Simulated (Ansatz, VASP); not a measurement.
## Ti in VASP and in Ansatz

```xyz
1
Lattice="0.0000 2.0164 2.0164 2.0164 0.0000 2.0164 2.0164 2.0164 0.0000" Properties=species:S:1:pos:R:3 pbc="T T T"
Ti    0.0000    0.0000    0.0000
```

Change from the starting cell: volume scaled by 0.98.

Alike in both runs: task single point; functional PBE; dispersion D3(BJ); k mesh 11 × 11 × 11; occupations methfessel-paxton of order 1, width 0.05 eV; no spin polarisation; Hubbard terms Ti d U = 6.2 eV.

|  | VASP | Ansatz |
| --- | --- | --- |
| version | VASP 6.6.1 | Ansatz 0.2.0 |
| potentials or method | VASP PAW PBE potentials, release 64 (Ti_sv), cutoff 520 eV | all-electron LAPW, non-relativistic |

```csv
,VASP,Ansatz,Ansatz less VASP
gap on the k mesh at the Fermi level (eV),none,none,-
pressure (GPa),19.9,38.1,+18.18
```

The programs project onto different local orbitals, so the same U acts differently, and such runs can settle in different states. A gap of «none» marks a metal or a gap that the smearing closes. Ansatz ran all-electron here, and VASP with PAW potentials.

Noted on Ansatz's run: U is the effective U less J, on atomic orbitals that reach past the spheres.
